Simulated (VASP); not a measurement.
# BeTe (F-43m) in VASP: a series of runs

The runs below take BeTe through single point, relaxation of cell and atoms, with PBE.

All numbers are computed with VASP 6.6.1; they aren't measurements. Logs are shortened: lines on timing, memory, paths and dates and some standing lists are left out, and cuts for length are marked.

### 1 The cell of the first run

It takes space group F-43m (No. 216, cubic). The conventional cell has a = 5.664 Å, b = 5.664 Å, c = 5.664 Å, α = 90.00°, β = 90.00°, γ = 90.00°. Within 3.2 Å of Be (site symmetry -43m) lie 4 Te at 2.45 Å. Within 3.2 Å of Te (site symmetry -43m) lie 4 Be at 2.45 Å.

### 2 Single point, PBE

INCAR reads:

```
PREC = Accurate
ENCUT = 520
EDIFF = 1E-6
ISMEAR = 0
SIGMA = 0.1
LREAL = F
LASPH = T
NELM = 80
ALGO = Normal
ISIF = 2
LWAVE = F
LCHARG = F
GGA = PE
NBANDS = 11
```

KPOINTS reads:

```
Automatic mesh
0
Gamma
  6 6 6
```

POSCAR reads:

```
BeTe
1.0
    0.0000000000      2.8318047757      2.8318047757
    2.8318047757      0.0000000000      2.8318047757
    2.8318047757      2.8318047757      0.0000000000
Be Te
1 1
Direct
    0.5000000000      0.5000000000      0.5000000000
    0.7500000000      0.7500000000      0.7500000000
```

Potentials or basis: VASP PAW PBE potentials, release 64 (Be, Te).

Launch:

```bash
cat potpaw_PBE.64/Be/POTCAR potpaw_PBE.64/Te/POTCAR > POTCAR
mpirun -np 1 vasp_std > vasp.out
```

OUTCAR:

```text
PREC = Accurate
   ENCUT = 520
   EDIFF = 1E-6
   ISMEAR = 0
   LREAL = F
   LASPH = T
   NELM = 80
   ISIF = 2
   GGA = PE

 ion  position               nearest neighbor table
   1  0.500  0.500  0.500-   2 2.45   2 2.45   2 2.45   2 2.45
   2  0.750  0.750  0.750-   1 2.45   1 2.45   1 2.45   1 2.45

  LATTYP: Found a face centered cubic cell.
 ALAT       =     5.6636095514

  Lattice vectors:

 A1 = (   0.0000000000,   2.8318047757,   2.8318047757)
 A2 = (   2.8318047757,   0.0000000000,   2.8318047757)
 A3 = (   2.8318047757,   2.8318047757,   0.0000000000)

Analysis of symmetry for initial positions (statically):
=====================================================================
 Subroutine PRICEL returns:
 Original cell was already a primitive cell.

 Routine SETGRP: Setting up the symmetry group for a
 face centered cubic supercell.

 Subroutine GETGRP returns: Found 24 space group operations
 (whereof 24 operations were pure point group operations)
 out of a pool of 48 trial point group operations.

The static configuration has the point symmetry T_d .

Analysis of symmetry for dynamics (positions and initial velocities):
=====================================================================
 Subroutine PRICEL returns:
 Original cell was already a primitive cell.

 Routine SETGRP: Setting up the symmetry group for a
 face centered cubic supercell.

 Subroutine GETGRP returns: Found 24 space group operations
 (whereof 24 operations were pure point group operations)
 out of a pool of 48 trial point group operations.

The dynamic configuration has the point symmetry T_d .

 Subroutine INISYM returns: Found 24 space group operations
 (whereof 24 operations are pure point group operations),
 and found     1 'primitive' translations

----------------------------------------------------------------------------------------

                                     Primitive cell

  volume of cell :      45.4172

  direct lattice vectors                    reciprocal lattice vectors
     0.000000000  2.831804776  2.831804776    -0.176565844  0.176565844  0.176565844
     2.831804776  0.000000000  2.831804776     0.176565844 -0.176565844  0.176565844
     2.831804776  2.831804776  0.000000000     0.176565844  0.176565844 -0.176565844

  length of vectors
     4.004776720  4.004776720  4.004776720     0.305821013  0.305821013  0.305821013

  position of ions in fractional coordinates (direct lattice)
     0.500000000  0.500000000  0.500000000
     0.750000000  0.750000000  0.750000000

  ion indices of the primitive-cell ions
   primitive index   ion index
                 1           1
                 2           2
[... 74 lines left out ...]
   NELECT =       8.0000    total number of electrons
   NUPDOWN=      -1.0000    fix difference up-down
   EMIN   =  10.00;   EMAX   =-10.00  energy-range for DOS
   EFERMI =   0.00;   METHOD = LEGACY
   ISMEAR =     0;   SIGMA  =   0.10  broadening in eV -4-tet -1-fermi 0-gaus
   EFERMI_NEDOS =   21; number of points for ismear=-14 and -15
   IALGO  =     38    algorithm
   IMIX   =      4    mixing-type and parameters
     AMIX     =   0.40;   BMIX     =  1.00
     AMIX_MAG =   1.60;   BMIX_MAG =  1.00
  volume/ion in A,a.u.               =      22.71       153.25
  Fermi-wavevector in a.u.,A,eV,Ry     =   0.917695  1.734191 11.458329  0.842163
  Thomas-Fermi vector in A             =   2.042692
   LORBIT       =      0    0 simple, 1 ext, 2 COOP (PROOUT), +10 PAW based schemes
   GGA     = PE    functional components
   LHFCALC =     F    Hartree Fock is set to
   AEXX    =    0.0000 exact exchange contribution
   IVDW    =     0    specifies the selected vdW correction
   LEPSILON=     F    determine dielectric tensor
   LRPA    =     F    only Hartree local field effects (RPA)
 non-spin polarized calculation
 Gauss-broadening in eV      SIGMA  =   0.10
  energy-cutoff  :      520.00
  volume of cell :       45.42
 maximum number of plane-waves:      1243
 NGX is ok and might be reduce to    30
   NGX = 15   NGY = 15   NGZ = 15

 number of electron       8.0000000 magnetization

 Free energy of the ion-electron system (eV)
  ---------------------------------------------------
  ext. energy  EPLUGINS =         0.00000000
  ---------------------------------------------------
  free energy    TOTEN  =        -7.61884502 eV

  energy without entropy =       -7.61884502  energy(sigma->0) =       -7.61884502

 E-fermi :   5.3987     XC(G=0):  -8.9880

 val. band max:        4.9121530293   @ k =   0.0000   0.0000   0.0000
 cond. band min:       6.9254057454   @ k =   0.5000   0.5000   0.0000
 fundamental gap:      2.0132527161
 Fermi energy:         5.3987180828

 k-point     1 :       0.0000    0.0000    0.0000
  band No.  band energies     occupation
      1      -7.2751      2.00000
      2       4.9122      2.00000
      3       4.9122      2.00000
      4       4.9122      2.00000
      5       8.5342      0.00000
      6       8.5342      0.00000
      7       8.5342      0.00000
      8       8.6113      0.00000
      9      13.2030      0.00000
     10      15.1207      0.00000
     11      15.1207      0.00000
[... 197 lines left out ...]
 k-point    16 :      -0.3333    0.5000    0.1667
  band No.  band energies     occupation
      1      -5.4725      2.00000
      2       0.2105      2.00000
      3       1.6061      2.00000
      4       1.9037      2.00000
      5       8.6328      0.00000
      6       9.1839      0.00000
      7      12.1917      0.00000
      8      12.4606      0.00000
      9      15.7475      0.00000
     10      16.5642      0.00000
     11      17.6741      0.00000

------------------------ aborting loop because EDIFF is reached ----------------------------------------

  FORCE on cell =-STRESS in cart. coord.  units (eV):
  Direction    XX          YY          ZZ          XY          YZ          ZX
  --------------------------------------------------------------------------------------
  -------------------------------------------------------------------------------------
  Total        0.0514673      0.0514673      0.0514673      0.0000000      0.0000000     -0.0000000
  in kB        1.8156091      1.8156091      1.8156091      0.0000000      0.0000000     -0.0000000
  external PRESSURE =       1.8156091 kB  Pullay stress =       0.0000000 kB

 VOLUME and BASIS-vectors are now :
 -----------------------------------------------------------------------------
  energy-cutoff  :      520.00
  volume of cell :       45.42
      direct lattice vectors                 reciprocal lattice vectors
     0.000000000  2.831804776  2.831804776    -0.176565844  0.176565844  0.176565844
     2.831804776  0.000000000  2.831804776     0.176565844 -0.176565844  0.176565844
     2.831804776  2.831804776  0.000000000     0.176565844  0.176565844 -0.176565844

 POSITION                                       TOTAL-FORCE (eV/Angst)
 -----------------------------------------------------------------------------------
      2.83180      2.83180      2.83180         0.000000     -0.000000      0.000000
      4.24771      4.24771      4.24771        -0.000000      0.000000     -0.000000
 -----------------------------------------------------------------------------------
    total drift:                                0.000000      0.000000      0.000000

  FREE ENERGIE OF THE ION-ELECTRON SYSTEM (eV)
  ---------------------------------------------------
  free  energy   TOTEN  =        -7.6188450160 eV

  energy  without entropy=       -7.6188450160  energy(sigma->0) =       -7.61884502
```

stdout:

```text
POSCAR found type information on POSCAR BeTe
 POSCAR found :  2 types and       2 ions
 scaLAPACK will be used
 LDA part: xc-table for (Slater+PW92), standard interpolation
 POSCAR, INCAR and KPOINTS ok, starting setup
 FFT: planning ... GRIDC
 FFT: planning ... GRID_SOFT
 FFT: planning ... GRID
 WAVECAR not read
 entering main loop
```

Wall time 8.3 s (1 thread of Intel Xeon Platinum 8375C at 2.90GHz (Ice Lake), shared host); peak memory 0.17 GiB.

What came out:

- Free energy: -7.6188 eV
- Pressure: 0.2 GPa
- Band gap on the k mesh: 2.01 eV, indirect (least direct gap 3.62 eV)

Caveat: spin-orbit coupling is left out, which moves the levels of the heavy elements. A k mesh can miss the band edges.

### 3 Single point, PBE

INCAR reads:

```
ALGO     = Normal         # electronic algorithm
EDIFF    = 1E-6           # SCF threshold, eV
ENCUT    = 520            # plane-wave cutoff, eV
GGA      = PE             # functional
ISIF     = 2              # what is computed and relaxed
ISMEAR   = 0              # smearing method
LASPH    = T              # aspherical terms in the spheres
LCHARG   = F              # write CHGCAR
LREAL    = F              # projectors in reciprocal space
LWAVE    = F              # write WAVECAR
NBANDS   = 11             # bands
NELM     = 100            # most SCF steps
PREC     = Accurate       # precision mode
SIGMA    = 0.02           # smearing width, eV
```

KPOINTS reads:

```
k-points
0
Gamma
  8 8 8
```

POSCAR is that of step 2.

Potentials or basis: VASP PAW PBE potentials, release 64 (Be, Te).

Launch:

```bash
cat potpaw_PBE.64/Be/POTCAR potpaw_PBE.64/Te/POTCAR > POTCAR
mpirun -np 1 vasp_std > vasp.out
```

Run time: 17 s. Hardware: 1 thread of Intel Xeon Platinum 8375C at 2.90GHz (Ice Lake), shared host; peak memory 0.17 GiB.

The run converged. Its results:

```
Free energy            : -7.6245 eV
Pressure               : 0.1 GPa
Band gap on the k mesh : 2.01 eV, indirect (least direct gap 3.62 eV)
```

Levels at points of the mesh, in eV from the valence-band top:
```tsv
k point	band 2	band 3	band 4	band 5	band 6	band 7
(0.00, 0.00, 0.00)	0.00	0.00	0.00	3.62	3.62	3.62
(0.50, 0.00, 0.00)	-5.43	-1.10	-1.10	3.03	4.60	4.60
(0.50, 0.50, 0.00)	-5.03	-2.58	-2.58	2.01	2.69	9.60
```

Caveat: spin-orbit coupling is left out, which moves the levels of the heavy elements. A k mesh can miss the band edges.

### 4 Relaxation of cell and atoms, PBE

INCAR reads:

```
SYSTEM = BeTe
PREC     = Accurate       ! precision mode
ENCUT    = 600            ! plane-wave cutoff, eV
EDIFF    = 1E-6           ! SCF threshold, eV
ISMEAR   = 0              ! smearing method
SIGMA    = 0.02           ! smearing width, eV
LREAL    = .FALSE.        ! projectors in reciprocal space
LASPH    = .TRUE.         ! aspherical terms in the spheres
NELM     = 60             ! most SCF steps
ALGO     = Normal         ! electronic algorithm
ISIF     = 3              ! what is computed and relaxed
LWAVE    = .FALSE.        ! write WAVECAR
LCHARG   = .FALSE.        ! write CHGCAR
GGA      = PE             ! functional
IBRION   = 2              ! ionic algorithm
NSW      = 100            ! ionic steps
EDIFFG   = -0.01          ! ionic threshold
```

KPOINTS reads:

```
regular mesh
0
G
  8 8 8
  0 0 0
```

POSCAR is that of step 3.

Launch:

```bash
cat potpaw_PBE.64/Be/POTCAR potpaw_PBE.64/Te/POTCAR > POTCAR
mpirun -np 1 vasp_std > vasp.out
```

Run time: 15 s. Hardware: 1 thread of Intel Xeon Platinum 8375C at 2.90GHz (Ice Lake), shared host; peak memory 0.18 GiB.

It converged, with:

```yaml
Free_energy: -7.6245 eV
Relaxed_volume: 22.78 Å³/atom
Relaxed_cell: a = 4.009 Å, b = 4.009 Å, c = 4.009 Å, α = 60.00°, β = 60.00°, γ = 60.00°
Space_group_after_relaxing_to_0.05_Å: F-43m (No. 216)
Energy_gained_by_relaxing: 0.0 meV/atom
Ionic_steps: 2
Pressure_after_relaxing: 0.0 GPa
Band_gap_on_the_k_mesh: 2.02 eV, indirect (least direct gap 3.63 eV)
```

Final structure:
```xyz
2
Lattice="0.0000 2.8346 2.8346 2.8346 0.0000 2.8346 2.8346 2.8346 0.0000" Properties=species:S:1:pos:R:3 pbc="T T T"
Be    2.8346    2.8346    2.8346
Te    4.2519    4.2519    4.2519
```

Levels at points of the mesh, in eV from the valence-band top:
```tsv
k point	band 1	band 2	band 3	band 4	band 5	band 6	band 7	band 8
(0.00, 0.00, 0.00)	-12.17	0.00	0.00	0.00	3.63	3.63	3.63	3.68
(0.50, 0.00, 0.00)	-10.87	-5.42	-1.10	-1.10	3.02	4.60	4.60	7.82
(0.50, 0.50, 0.00)	-10.40	-5.01	-2.57	-2.57	2.02	2.69	9.58	9.58
```

Caveat: spin-orbit coupling is left out, which moves the levels of the heavy elements. PBE gaps usually lie below the measured ones, often by a third to a half.

### 5 Overview

```tsv
task	cell	k mesh	cutoff (eV)	smearing	gap on the mesh (eV)	pressure (GPa)
single point	as given	6 × 6 × 6	520	gaussian 0.1 eV	2.01	0.2
single point	as given	8 × 8 × 8	520	gaussian 0.02 eV	2.01	0.1
relaxation of cell and atoms	relaxed	8 × 8 × 8	600	gaussian 0.02 eV	2.02	0.0
```

Alike in all rows: level PBE; potentials or basis VASP PAW PBE potentials, release 64 (Be, Te); no spin polarisation.

Caveats: spin-orbit coupling is left out, which moves the levels of the heavy elements.

Absolute energies hang on the potentials; compare differences alone.
